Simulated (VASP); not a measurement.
P:

```
P
1.0
    -1.72573    2.98904    0.00000
    -3.45145    0.00000    0.00000
    -1.72573    0.99635    3.12968
P
2
Direct
  0.77292 0.77292 0.68124
  0.22708 0.22708 0.31876
```

Base run:

| Quantity | Value |
| --- | --- |
| Program | VASP 6.6.1 |
| Functional | PBEsol |
| Potentials or basis | VASP PAW PBE potentials, release 64 (P) |
| Cutoff | 520 eV |
| k mesh | 12 × 12 × 12 |
| Occupations | gaussian, width 0.05 eV |
| Spin | no spin polarisation |

Its results: band gap on the k mesh zero (bands 5 and 6 overlap by 0.76 eV); pressure -1.8 GPa; largest force 0.298 eV/Å.

The run is repeated on the same cell with these changes: functional from PBEsol to r2SCAN; further incar settings from ALGO = Normal; EDIFF = 1e-06; NBANDS = 12 to ALGO = Normal; EDIFF = 1e-07; NBANDS = 12. What comes out?

Band gap on the k mesh zero (bands 5 and 6 overlap by 0.68 eV); pressure 0.1 GPa; largest force 0.021 eV/Å.

Caveats: the PAW data sets were made with another functional, which shifts forces and pressure a little.
